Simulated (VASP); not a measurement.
BaS4:

```
Ba S
1.0
     5.33009    0.00000    0.00000
     0.00000    5.33009    0.00000
     0.00000    0.00000    7.53789
Ba S
1 4
Direct
  0.00000 0.00000 0.00000
  0.50000 0.00000 0.25000
  0.00000 0.50000 0.75000
  0.50000 0.00000 0.75000
  0.00000 0.50000 0.25000
```

This cell differs from its parent crystal: atoms taken out.

| Quantity | Value |
| --- | --- |
| Program | VASP 6.6.1 |
| Task | relaxation of cell and atoms |
| Functional | PBE |
| Potentials or basis | VASP PAW PBE potentials, release 64 (Ba_sv, S) |
| Cutoff | 600 eV |
| k mesh | 4 × 4 × 2 |
| Occupations | gaussian, width 0.1 eV |
| Spin | no spin polarisation |

At the start: pressure -3.9 GPa; volume 42.83 Å³/atom.

Q: How do energy, volume and symmetry change on relaxing?

A: Over 33 steps the energy falls by 1321.8 meV/atom and the volume is 32.22 Å³/atom (-24.8 %); space group P4/mmm (No. 123, to 0.1 Å) before and after.

The path:
```tsv
step	energy change (eV)	largest force (eV/Å)	pressure (GPa)	volume (Å³)
1	0.0000	0.0299	-3.94	214.15
2	-0.7258	0.4916	-2.59	183.11
3	-1.0136	1.0088	-0.22	161.57
4	-1.0319	1.2295	1.01	154.51
5	-1.7264	1.8281	2.29	141.00
6	0.2885	7.9815	50.93	100.46
7	-1.3841	1.9194	4.60	137.02
8	-2.5812	4.4531	13.06	117.22
9	-2.6646	4.0095	23.71	108.84
10	-2.7268	4.3623	20.98	110.48
11	-4.0632	3.5017	15.35	117.68
12	-6.1723	0.0054	5.84	141.12
13	-6.3655	1.2964	4.42	150.61
14	-6.3717	1.7700	4.11	153.98
15	-6.5612	0.4664	0.05	162.11
16	-6.5627	0.3095	0.35	161.39
17	-6.5684	0.2633	0.23	162.31
18	-6.5785	0.1233	-0.10	165.10
19	-6.5796	0.0604	-0.23	166.36
20	-6.5823	0.0310	-0.19	166.03
21	-6.5894	0.0614	-0.04	165.04
22	-6.5981	0.2635	0.27	163.04
23	-6.5858	0.7392	1.00	158.92
24	-6.5985	0.3886	0.45	162.10
25	-6.5992	0.3775	0.44	162.04
26	-6.6013	0.3447	0.40	161.87
27	-6.6045	0.2807	0.32	161.51
28	-6.6081	0.1578	0.16	160.78
29	-6.6084	0.1119	0.10	160.49
30	-6.6086	0.0956	0.08	160.59
31	-6.6090	0.0469	0.01	160.87
32	-6.6089	0.0483	-0.11	161.43
33	-6.6091	0.0090	-0.04	161.09
```

Final structure:
```
Ba S
1.0
     5.38811    0.00000    0.00000
     0.00000    5.38811    0.00000
     0.00000    0.00000    5.54885
Ba S
1 4
Direct
  0.00000 0.00000 0.00000
  0.50000 0.00000 0.32234
  0.00000 0.50000 0.67766
  0.50000 0.00000 0.67766
  0.00000 0.50000 0.32234
```

Caveat: the k points lie up to 0.57 Å⁻¹ apart in the final cell, too coarse for converged energies and pressures of a metal; the cell differs from its parent crystal (atoms taken out); the volume moved by over 15 % at a fixed basis, so the end points are rough.
